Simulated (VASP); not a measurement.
Set up this calculation in VASP 6.6.1, as the native input.

- Task: relaxation of cell and atoms
- Functional: PBE
- Potentials or basis: VASP PAW PBE potentials, release 64 (Hf_pv, Br)
- Cutoff: 600 eV
- k mesh: 5 × 5 × 5
- Occupations: gaussian, width 0.2 eV
- Spin: no spin polarisation
- Dipole correction: no
- Further INCAR settings: ALGO = Normal; EDIFF = 1e-06; IBRION = 2; EDIFFG = -0.08; NSW = 36; ISIF = 3

The structure of Hf2Br lies in POSCAR:

```
Hf2Br
1.0
    2.4295461100      1.4026991000      4.0426415200
   -2.4295461100      1.4026991000      4.0426415200
    0.0000000000     -2.8053982000      4.0426415200
Hf Br
2 1
Direct
    0.5775217000      0.5775217000      0.5775217000
    0.7701893200      0.7701893200      0.7701893200
    0.2038393700      0.2038393700      0.2038393700
```

The input as run:

INCAR

```
SYSTEM = Hf2Br
  PREC = Accurate
  ENCUT = 600
  EDIFF = 1E-6
  ISMEAR = 0
  SIGMA = 0.2
  LREAL = .FALSE.
  LASPH = .TRUE.
  NELM = 60
  ALGO = Normal
  ISIF = 3
  LWAVE = .FALSE.
  LCHARG = .FALSE.
  GGA = PE
  IBRION = 2
  NSW = 36
  EDIFFG = -0.08
```

KPOINTS

```
regular mesh
0
G
  5 5 5
  0 0 0
```

Potentials or basis: VASP PAW PBE potentials, release 64 (Hf_pv, Br).

Command:

```bash
$ cat potpaw_PBE.64/Hf_pv/POTCAR potpaw_PBE.64/Br/POTCAR > POTCAR
$ mpirun -np 1 vasp_std > vasp.out
```

Results of the run:

The relaxed volume is 25.54 Å³/atom. The relaxed cell is a = 5.704 Å, b = 5.704 Å, c = 5.704 Å, α = 42.48°, β = 42.48°, γ = 42.48°. The space group after relaxing (to 0.05 Å) is R-3m (No. 166), the energy gained by relaxing is 528.5 meV/atom and the ionic steps are 18. The pressure after relaxing is 0.0 GPa and the largest force after relaxing is 0.045 eV/Å.

Caveat: an odd number of electrons without spin polarisation forces a metal; a magnetic or distorted state may lie lower; the relaxation stopped at a loose force limit of 0.08 eV/Å, so its end isn't a converged minimum.

Run time: 10 min on 1 thread of AMD EPYC 7R13 Processor (Zen 3), on a shared host, peak memory 0.23 GiB.
